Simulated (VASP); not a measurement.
# SnSe (I4/mmm) in VASP: further runs, part 2 of 2

VASP 6.6.1. The steps go on from the part before.

## Step 4: Single point, r2SCAN

This run uses another cell than the first one, of the same volume but with other edges.

Input file POSCAR:

```
SnSe
1.0
    0.0000000000      3.1775582479      2.7009245107
    3.1775582479      0.0000000000      2.7009245107
    3.1775582479      3.1775582479      0.0000000000
Sn Se
1 1
Direct
    0.0000000000      0.0000000000      0.0000000000
    0.5000000000      0.5000000000      0.5000000000
```

Input file INCAR.step1:

```
  PREC = Accurate
  ENCUT = 520
  ISMEAR = 0
  SIGMA = 0.05
  LREAL = F
  LASPH = T
  NELM = 80
  NBANDS = 17
  GGA = PE
  ALGO = Normal
  EDIFF = 1E-4
  LWAVE = T
  LCHARG = F
```

Input file INCAR.step2:

```
  PREC = Accurate
  ENCUT = 520
  EDIFF = 1E-6
  ISMEAR = 0
  SIGMA = 0.05
  LREAL = F
  LASPH = T
  NELM = 80
  ALGO = Normal
  ISIF = 2
  LWAVE = F
  LCHARG = F
  METAGGA = R2SCAN
  LMIXTAU = T
  NBANDS = 17
  ISTART = 1
```

Input file KPOINTS:

```
Automatic mesh
0
Gamma
  12 12 12
```

Potentials or basis: VASP PAW PBE potentials, release 64 (Sn_d, Se).

Run with:

```sh
cat potpaw_PBE.64/Sn_d/POTCAR potpaw_PBE.64/Se/POTCAR > POTCAR
cp INCAR.step1 INCAR
mpirun -np 1 vasp_std > vasp.out
cp INCAR.step2 INCAR
mpirun -np 1 vasp_std > vasp.out
```

OUTCAR:

```text
PREC = Accurate
   ENCUT = 520
   EDIFF = 1E-6
   ISMEAR = 0
   LREAL = F
   LASPH = T
   NELM = 80
   ISIF = 2
   METAGGA = R2SCAN
   ISTART = 1

 ion  position               nearest neighbor table
   1  0.000  0.000  0.000-   2 2.70   2 2.70   2 3.18   2 3.18   2 3.18   2 3.18
   2  0.500  0.500  0.500-   1 2.70   1 2.70   1 3.18   1 3.18   1 3.18   1 3.18

  LATTYP: Found a body centered tetragonal cell.
 ALAT       =     4.4937459694
 C/A-ratio  =     1.2020815280

  Lattice vectors:

 A1 = (   0.0000000000,  -3.1775582479,  -2.7009245107)
 A2 = (   0.0000000000,   3.1775582479,  -2.7009245107)
 A3 = (   3.1775582479,   0.0000000000,   2.7009245107)

Analysis of symmetry for initial positions (statically):
=====================================================================
 Subroutine PRICEL returns:
 Original cell was already a primitive cell.

 Routine SETGRP: Setting up the symmetry group for a
 body centered tetragonal supercell.

 Subroutine GETGRP returns: Found 16 space group operations
 (whereof 16 operations were pure point group operations)
 out of a pool of 16 trial point group operations.

The static configuration has the point symmetry D_4h.

Analysis of symmetry for dynamics (positions and initial velocities):
=====================================================================
 Subroutine PRICEL returns:
 Original cell was already a primitive cell.

 Routine SETGRP: Setting up the symmetry group for a
 body centered tetragonal supercell.

 Subroutine GETGRP returns: Found 16 space group operations
 (whereof 16 operations were pure point group operations)
 out of a pool of 16 trial point group operations.

[... 106 lines left out ...]
   ISIF   =      2    stress and relaxation
   ISYM   =      2    0-nonsym 1-usesym 2-fastsym
   POTIM  = 0.5000    time-step for ionic-motion
   TEBEG  =    0.0;   TEEND  =   0.0 temperature during run
   PSTRESS=    0.0 pullay stress
   NELECT =      20.0000    total number of electrons
   NUPDOWN=      -1.0000    fix difference up-down
   EMIN   =  10.00;   EMAX   =-10.00  energy-range for DOS
   EFERMI =   0.00;   METHOD = LEGACY
   ISMEAR =     0;   SIGMA  =   0.05  broadening in eV -4-tet -1-fermi 0-gaus
   EFERMI_NEDOS =   21; number of points for ismear=-14 and -15
   IALGO  =     38    algorithm
   IMIX   =      4    mixing-type and parameters
     AMIX     =   0.40;   BMIX     =  1.00
     AMIX_MAG =   1.60;   BMIX_MAG =  1.00
  volume/ion in A,a.u.               =      27.27       184.03
  Fermi-wavevector in a.u.,A,eV,Ry     =   1.171768  2.214321 18.681350  1.373040
  Thomas-Fermi vector in A             =   2.308207
   LORBIT       =      0    0 simple, 1 ext, 2 COOP (PROOUT), +10 PAW based schemes
   METAGGA = R2SCAN    functional components
   LHFCALC =     F    Hartree Fock is set to
   AEXX    =    0.0000 exact exchange contribution
   IVDW    =     0    specifies the selected vdW correction
   LEPSILON=     F    determine dielectric tensor
   LRPA    =     F    only Hartree local field effects (RPA)
 non-spin polarized calculation
 Gauss-broadening in eV      SIGMA  =   0.05
  energy-cutoff  :      520.00
  volume of cell :       54.54
 maximum number of plane-waves:      1486
   NGX = 15   NGY = 15   NGZ = 17

 number of electron      20.0000002 magnetization

 Free energy of the ion-electron system (eV)
  ---------------------------------------------------
  ext. energy  EPLUGINS =         0.00000000
  ---------------------------------------------------
  free energy    TOTEN  =       -39.43693440 eV

  energy without entropy =      -39.43641511  energy(sigma->0) =      -39.43667475

 E-fermi :   5.9642     XC(G=0): -10.1560

 val. band max:        5.9286311319   @ k =  -0.4167   0.0833   0.0000
 cond. band min:       5.9667088936   @ k =   0.5000   0.0000   0.0833
 fundamental gap:      0.0380777618
 Fermi energy:         5.9642040743

 k-point     1 :       0.0000    0.0000    0.0000
  band No.  band energies     occupation
      1     -16.8719      2.00000
      2     -16.8652      2.00000
      3     -16.8508      2.00000
      4     -16.8277      2.00000
      5     -16.8277      2.00000
      6      -9.1623      2.00000
[... 457 lines left out ...]
      4     -16.8163      2.00000
      5     -16.8128      2.00000
      6      -8.0997      2.00000
[... 9 lines left out ...]
     16      15.0958      0.00000
     17      17.8096      0.00000

 [... further k-points ...]
[... 5 lines left out ...]
  --------------------------------------------------------------------------------------
  -------------------------------------------------------------------------------------
  Total       -1.5425526     -1.5425526      6.8016001      0.0000000     -0.0000000     -0.0000000
  in kB      -45.3128197    -45.3128197    199.7984873      0.0000000     -0.0000000     -0.0000000
  external PRESSURE =      36.3909493 kB  Pullay stress =       0.0000000 kB

 VOLUME and BASIS-vectors are now :
 -----------------------------------------------------------------------------
  energy-cutoff  :      520.00
  volume of cell :       54.54
      direct lattice vectors                 reciprocal lattice vectors
     0.000000000  3.177558248  2.700924511    -0.157353528  0.157353528  0.185121797
     3.177558248  0.000000000  2.700924511     0.157353528 -0.157353528  0.185121797
     3.177558248  3.177558248  0.000000000     0.157353528  0.157353528 -0.185121797

 POSITION                                       TOTAL-FORCE (eV/Angst)
 -----------------------------------------------------------------------------------
      0.00000      0.00000      0.00000         0.000000      0.000000      0.000000
      3.17756      3.17756      2.70092         0.000000      0.000000      0.000000
 -----------------------------------------------------------------------------------
    total drift:                                0.000000     -0.000000     -0.000000

  FREE ENERGIE OF THE ION-ELECTRON SYSTEM (eV)
  ---------------------------------------------------
  free  energy   TOTEN  =       -39.4369344016 eV

  energy  without entropy=      -39.4364151070  energy(sigma->0) =      -39.43667475
```

It took 6.5 min on 1 thread of Intel Xeon 6975P-C, shared host; peak memory 0.31 GiB.

Results:

```yaml
Free_energy: -39.4369 eV
Pressure: 3.6 GPa
Band_gap_on_the_k_mesh: zero (band 10 reaches 6.06 eV, above the bottom of band 11 at 5.93 eV)
```

Levels at points of the mesh, in eV from the Fermi level:
```tsv
k point	band 8	band 9	band 10	band 11	band 12	band 13
(0.00, 0.00, 0.00)	-4.17	-2.41	-2.41	2.88	2.88	5.54
(0.50, 0.00, 0.00)	-2.81	-2.68	-0.47	0.43	0.74	1.79
(0.50, 0.50, 0.00)	-6.56	-4.68	-4.68	2.49	4.78	4.78
(0.50, 0.00, 0.50)	-6.17	-5.27	-3.31	3.18	3.48	5.23
```

Caveat: the PAW data sets were made with another functional, which shifts forces and pressure a little; spin-orbit coupling is left out, which moves the levels of the heavy elements.

## Step 5: Single point, r2SCAN

This run uses another cell than the first one, of the same volume but with other edges.

Input file POSCAR:

```
SnSe
1.0
    0.0000000000      2.8325184469      3.3990221363
    2.8325184469      0.0000000000      3.3990221363
    2.8325184469      2.8325184469      0.0000000000
Sn Se
1 1
Direct
    0.0000000000      0.0000000000      0.0000000000
    0.5000000000      0.5000000000      0.5000000000
```

Input file INCAR.step1:

```
SYSTEM = SnSe
ALGO = Normal ; EDIFF = 1E-4
ENCUT = 520 ; GGA = PE
ISMEAR = 0 ; LASPH = .True.
LCHARG = .False. ; LREAL = .False.
LWAVE = .True. ; NBANDS = 17
NELM = 80 ; PREC = Accurate
SIGMA = 0.05
```

Input file INCAR.step2:

```
SYSTEM = SnSe
ALGO = Normal ; EDIFF = 1E-7
ENCUT = 520 ; ISIF = 2
ISMEAR = 0 ; ISTART = 1
LASPH = .True. ; LCHARG = .False.
LMIXTAU = .True. ; LREAL = .False.
LWAVE = .False. ; METAGGA = R2SCAN
NBANDS = 17 ; NELM = 80
PREC = Accurate ; SIGMA = 0.05
```

Input file KPOINTS:

```
k-points
0
Gamma
  12 12 12
  0 0 0
```

Potentials or basis: VASP PAW PBE potentials, release 64 (Sn_d, Se).

Run with:

```sh
cat potpaw_PBE.64/Sn_d/POTCAR potpaw_PBE.64/Se/POTCAR > POTCAR
cp INCAR.step1 INCAR
mpirun -np 1 vasp_std > vasp.out
cp INCAR.step2 INCAR
mpirun -np 1 vasp_std > vasp.out
```

OUTCAR:

```text
SYSTEM = SnSe
   EDIFF = 1E-7
   ENCUT = 520
   ISIF = 2
   ISMEAR = 0
   ISTART = 1
   LASPH = .True.
   LREAL = .False.
   METAGGA = R2SCAN
   NELM = 80
   PREC = Accurate

 ion  position               nearest neighbor table
   1  0.000  0.000  0.000-   2 2.83   2 2.83   2 2.83   2 2.83
   2  0.500  0.500  0.500-   1 2.83   1 2.83   1 2.83   1 2.83

  LATTYP: Found a body centered tetragonal cell.
 ALAT       =     4.0057860033
 C/A-ratio  =     1.6970562749

  Lattice vectors:

[... 193 lines left out ...]
      6      -9.1905      2.00000
[... 457 lines left out ...]
      4     -16.7968      2.00000
      5     -16.7593      2.00000
      6      -8.1609      2.00000
[... 9 lines left out ...]
     16      15.6826      0.00000
     17      16.2928      0.00000

 [... further k-points ...]
[... 5 lines left out ...]
  --------------------------------------------------------------------------------------
  -------------------------------------------------------------------------------------
  Total        3.0820400      3.0820400     -2.1136593      0.0000000      0.0000000      0.0000000
  in kB       90.5355974     90.5355974    -62.0892029      0.0000000      0.0000000      0.0000000
  external PRESSURE =      39.6606640 kB  Pullay stress =       0.0000000 kB

 VOLUME and BASIS-vectors are now :
 -----------------------------------------------------------------------------
  energy-cutoff  :      520.00
  volume of cell :       54.54
      direct lattice vectors                 reciprocal lattice vectors
     0.000000000  2.832518447  3.399022136    -0.176521357  0.176521357  0.147101131
     2.832518447  0.000000000  3.399022136     0.176521357 -0.176521357  0.147101131
     2.832518447  2.832518447  0.000000000     0.176521357  0.176521357 -0.147101131

 POSITION                                       TOTAL-FORCE (eV/Angst)
 -----------------------------------------------------------------------------------
      0.00000      0.00000      0.00000         0.000000     -0.000000     -0.000000
      2.83252      2.83252      3.39902        -0.000000      0.000000      0.000000
 -----------------------------------------------------------------------------------
    total drift:                               -0.000000      0.000000      0.000000

  FREE ENERGIE OF THE ION-ELECTRON SYSTEM (eV)
  ---------------------------------------------------
  free  energy   TOTEN  =       -39.5101163888 eV

  energy  without entropy=      -39.5095415144  energy(sigma->0) =      -39.50982895
```

OSZICAR.step1:

```text
N       E                     dE             d eps       ncg     rms          rms(c)
DAV:   1     0.134801081559E+03    0.13480E+03   -0.98179E+03  5608   0.144E+03
DAV:   2     0.496448385289E+01   -0.12984E+03   -0.12573E+03  5965   0.348E+02
DAV:   3    -0.773057895970E+01   -0.12695E+02   -0.12539E+02  6963   0.947E+01
DAV:   4    -0.805729593814E+01   -0.32672E+00   -0.32638E+00  6602   0.161E+01
DAV:   5    -0.806674094376E+01   -0.94450E-02   -0.94445E-02  7900   0.267E+00    0.365E+00
DAV:   6    -0.785586109339E+01    0.21088E+00   -0.47251E-01  8133   0.407E+00    0.217E+00
DAV:   7    -0.784847339324E+01    0.73877E-02   -0.97080E-02  6318   0.154E+00    0.987E-01
DAV:   8    -0.784958391993E+01   -0.11105E-02   -0.10296E-02  6750   0.933E-01    0.889E-02
DAV:   9    -0.784954999887E+01    0.33921E-04   -0.13867E-03  7519   0.323E-01    0.504E-02
DAV:  10    -0.784960167911E+01   -0.51680E-04   -0.17110E-04  5984   0.773E-02
   1 F= -.78496017E+01 E0= -.78492904E+01  d E =-.622474E-03
```

It took 8.4 min on 1 thread of Intel Xeon 6975P-C, shared host; peak memory 0.31 GiB.

Results:

```yaml
Free_energy: -39.5101 eV
Pressure: 4.0 GPa
Band_gap_on_the_k_mesh: zero (band 10 reaches 6.17 eV, above the bottom of band 11 at 5.82 eV)
```

Stress tensor (GPa, compression positive):
```
 9.05  0.00  0.00
 0.00  9.05  0.00
 0.00  0.00 -6.21
```

Caveat: the PAW data sets were made with another functional, which shifts forces and pressure a little; spin-orbit coupling is left out, which moves the levels of the heavy elements.

## Step 6: Single point, r2SCAN

This run uses another cell than the first one, of the same volume but with other edges.

Input file POSCAR:

```
SnSe
1.0
    0.0000000000      3.2699036899      2.5505248782
    3.2699036899      0.0000000000      2.5505248782
    3.2699036899      3.2699036899      0.0000000000
Sn Se
1 1
Direct
    0.0000000000      0.0000000000      0.0000000000
    0.5000000000      0.5000000000      0.5000000000
```

Input file INCAR.step1:

```
ALGO = Normal
EDIFF = 1E-4
ENCUT = 520
GGA = PE
ISMEAR = 0
LASPH = True
LCHARG = False
LREAL = False
LWAVE = True
NBANDS = 17
NELM = 60
PREC = Accurate
SIGMA = 0.05
```

Input file INCAR.step2:

```
ALGO = Normal
EDIFF = 1E-7
ENCUT = 520
ISIF = 2
ISMEAR = 0
ISTART = 1
LASPH = True
LCHARG = False
LMIXTAU = True
LREAL = False
LWAVE = False
METAGGA = R2SCAN
NBANDS = 17
NELM = 60
PREC = Accurate
SIGMA = 0.05
```

Input file KPOINTS:

```
k-points
0
Gamma
  12 12 12
```

Potentials or basis: VASP PAW PBE potentials, release 64 (Sn_d, Se).

Run with:

```sh
cat potpaw_PBE.64/Sn_d/POTCAR potpaw_PBE.64/Se/POTCAR > POTCAR
cp INCAR.step1 INCAR
mpirun -np 1 vasp_std > vasp.out
cp INCAR.step2 INCAR
mpirun -np 1 vasp_std > vasp.out
```

It took 7.1 min on 1 thread of Intel Xeon 6975P-C, shared host; peak memory 0.31 GiB.

It converged, with:

```yaml
Free_energy: -38.8571 eV
Pressure: 7.5 GPa
Band_gap_on_the_k_mesh: zero (band 10 reaches 6.66 eV, above the bottom of band 11 at 5.90 eV)
```

Stress tensor (GPa, compression positive):
```
-4.11  0.00  0.00
 0.00 -4.11  0.00
 0.00  0.00 30.86
```

Levels at points of the mesh, in eV from the Fermi level:
| k point | band 7 | band 8 | band 9 | band 10 | band 11 | band 12 | band 13 | band 14 |
| --- | --- | --- | --- | --- | --- | --- | --- | --- |
| (0.00, 0.00, 0.00) | -5.22 | -5.17 | -2.50 | -2.50 | 2.28 | 2.28 | 5.37 | 5.37 |
| (0.50, 0.00, 0.00) | -9.51 | -3.15 | -3.07 | -0.83 | 0.03 | 1.25 | 2.42 | 7.79 |
| (0.50, 0.50, 0.00) | -7.05 | -6.73 | -5.11 | -5.11 | 2.16 | 4.51 | 4.51 | 7.77 |
| (0.50, 0.00, 0.50) | -6.42 | -6.04 | -6.00 | -3.04 | 2.52 | 3.29 | 4.78 | 7.95 |

Caveat: the PAW data sets were made with another functional, which shifts forces and pressure a little; spin-orbit coupling is left out, which moves the levels of the heavy elements.

## Step 7: Summary

| cell | gap on the mesh (eV) | pressure (GPa) |
| --- | --- | --- |
| a = 4.138, b = 4.138, c = 4.778 Å, angles 54.7, 54.7, 70.5°, 2 atoms | none | 15.5 |
| a = 4.644, b = 4.644, c = 3.793 Å, angles 65.9, 65.9, 48.2°, 2 atoms | none | 11.8 |
| a = 4.170, b = 4.170, c = 4.494 Å, angles 57.4, 57.4, 65.2°, 2 atoms | none | 3.6 |
| a = 4.425, b = 4.425, c = 4.006 Å, angles 63.1, 63.1, 53.8°, 2 atoms | none | 4.0 |
| a = 4.147, b = 4.147, c = 4.624 Å, angles 56.1, 56.1, 67.8°, 2 atoms | none | 7.5 |

Alike in all rows: task single point; level r2SCAN; potentials or basis VASP PAW PBE potentials, release 64 (Sn_d, Se); no spin polarisation; k mesh 12 × 12 × 12; cutoff (eV) 520; smearing gaussian 0.05 eV.

Caveats: the PAW data sets were made with another functional, which shifts forces and pressure a little; spin-orbit coupling is left out, which moves the levels of the heavy elements.

Total energies depend on the potentials used, so only differences within one code and one set of settings carry meaning.
